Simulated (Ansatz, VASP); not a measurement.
**TaSi2: VASP beside Ansatz**

File INCAR:

```
SYSTEM = TaSi2
  PREC = Accurate
  ENCUT = 520
  EDIFF = 1E-6
  ISMEAR = 0
  SIGMA = 0.15
  LREAL = .FALSE.
  LASPH = .TRUE.
  NELM = 80
  ALGO = Normal
  ISIF = 2
  LWAVE = .FALSE.
  LCHARG = .FALSE.
  GGA = PS
  NBANDS = 38
```

File KPOINTS:

```
regular mesh
0
G
  12 12 6
  0 0 0
```

File POSCAR:

```
TaSi2
1.0
    4.7608595319      0.0000000000      0.0000000000
   -2.3804297659      4.1230252985      0.0000000000
    0.0000000000      0.0000000000      6.5557841497
Ta Si
3 6
Direct
    0.5318334210      0.0636668419      0.5000000000
    0.5318334210      0.4681665790      0.8333333333
   -0.0636668419      0.4681665790      0.1666666667
    0.1833762069      0.3667524139      0.5000000000
    0.8648411209      0.1351588791      0.8333333333
    0.6332475861      0.8166237931      0.1666666667
    0.8648411209      0.7296822419      0.5000000000
    0.1833762069      0.8166237931      0.8333333333
    0.2703177581      0.1351588791      0.1666666667
```

Input for Ansatz:

```yaml
crystal:
  lattice:
    - [4.7608595319, 0.0, 0.0]
    - [-2.3804297659, 4.1230252985, 0.0]
    - [0.0, 0.0, 6.5557841497]
  atoms:
    - { symbol: Ta, position: [0.531833421, 0.0636668419, 0.5] }
    - { symbol: Ta, position: [0.531833421, 0.468166579, 0.8333333333] }
    - { symbol: Ta, position: [-0.0636668419, 0.468166579, 0.1666666667] }
    - { symbol: Si, position: [0.1833762069, 0.3667524139, 0.5] }
    - { symbol: Si, position: [0.8648411209, 0.1351588791, 0.8333333333] }
    - { symbol: Si, position: [0.6332475861, 0.8166237931, 0.1666666667] }
    - { symbol: Si, position: [0.8648411209, 0.7296822419, 0.5] }
    - { symbol: Si, position: [0.1833762069, 0.8166237931, 0.8333333333] }
    - { symbol: Si, position: [0.2703177581, 0.1351588791, 0.1666666667] }
basis:
  ecutwfc: 420
kpoints:
  mp_grid: { grid: [12, 12, 6] }
hamiltonian:
  xc: pbesol
scf:
  occupations: { method: gaussian, width: 0.15 }
output:
  forces: true
  stress: true
  eigenvalues: true
```

Change from the starting cell: mode 4 (107.0 1/cm) frozen in, largest displacement +0.263 Å.

Alike in both runs: task single point; functional PBEsol; k mesh 12 × 12 × 6; occupations gaussian, width 0.15 eV; no spin polarisation.

|  | VASP | Ansatz |
| --- | --- | --- |
| version | VASP 6.6.1 | Ansatz 0.2.0 |
| potentials or method | VASP PAW PBE potentials, release 64 (Ta_pv, Si), cutoff 520 eV | scalar-relativistic, plane waves, PAW |
| valence electrons in the cell | 57 | 63 |

|  | VASP | Ansatz | Ansatz less VASP |
| --- | --- | --- | --- |
| gap on the k mesh at the Fermi level (eV) | none | none | - |
| pressure (GPa) | 1.7 | 1.4 | -0.31 |
| traceless stress, the component that is largest in VASP (GPa) | 0.87 | 0.82 | -0.049 |
| rms of the force components (eV/Å) | 0.753 | 0.753 | -0.0003 |

VASP's potentials were made for PBE, not for PBEsol. Atom by atom the forces differ by 0.002 eV/Å (rms over components). A gap of «none» marks a metal or a gap that the smearing closes. With one functional, cell and mesh, what is left measures potentials, basis and numerics. VASP's potentials hold 57 valence electrons a cell and Ansatz's 63, so a difference there can come from the potentials and not from the codes.

Neither program's run includes spin-orbit coupling.
